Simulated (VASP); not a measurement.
Input of a VASP 6.6.1 run:

The input POSCAR:

```
ZnSe
1.0
    0.0000000000      2.8879724454      2.8879724454
    2.8879724454      0.0000000000      2.8879724454
    2.8879724454      2.8879724454      0.0000000000
Zn Se
1 1
Direct
    0.0000000000      0.0000000000      0.0000000000
    0.2500000000      0.2500000000      0.2500000000
```

File INCAR.step1:

```
SYSTEM = ZnSe
ALGO = Normal
EDIFF = 1E-4
ENCUT = 520
GGA = PE
ISMEAR = 0
LASPH = .TRUE.
LCHARG = .FALSE.
LREAL = .FALSE.
LWAVE = .TRUE.
NBANDS = 16
NELM = 80
PREC = Accurate
SIGMA = 0.01
```

INCAR.step2

```
SYSTEM = ZnSe
ALGO = Normal
EDIFF = 1E-6
ENCUT = 520
ISIF = 2
ISMEAR = 0
ISTART = 1
LASPH = .TRUE.
LCHARG = .FALSE.
LMIXTAU = .TRUE.
LREAL = .FALSE.
LWAVE = .FALSE.
METAGGA = R2SCAN
NBANDS = 16
NELM = 80
PREC = Accurate
SIGMA = 0.01
```

File KPOINTS:

```
k-points
0
G
  6 6 6
  0 0 0
```

Potentials or basis: VASP PAW PBE potentials, release 64 (Zn, Se).

Run with:

```console
$ cat potpaw_PBE.64/Zn/POTCAR potpaw_PBE.64/Se/POTCAR > POTCAR
$ cp INCAR.step1 INCAR
$ mpirun -np 1 vasp_std > vasp.out
$ cp INCAR.step2 INCAR
$ mpirun -np 1 vasp_std > vasp.out
```

**Question.** Estimate the band gap on the k mesh.

**Answer.** 1.62 eV, direct.

**Question.** Estimate the pressure.

**Answer.** -3.2 GPa.

Caveat: the PAW data sets were made with another functional, which shifts forces and pressure a little.
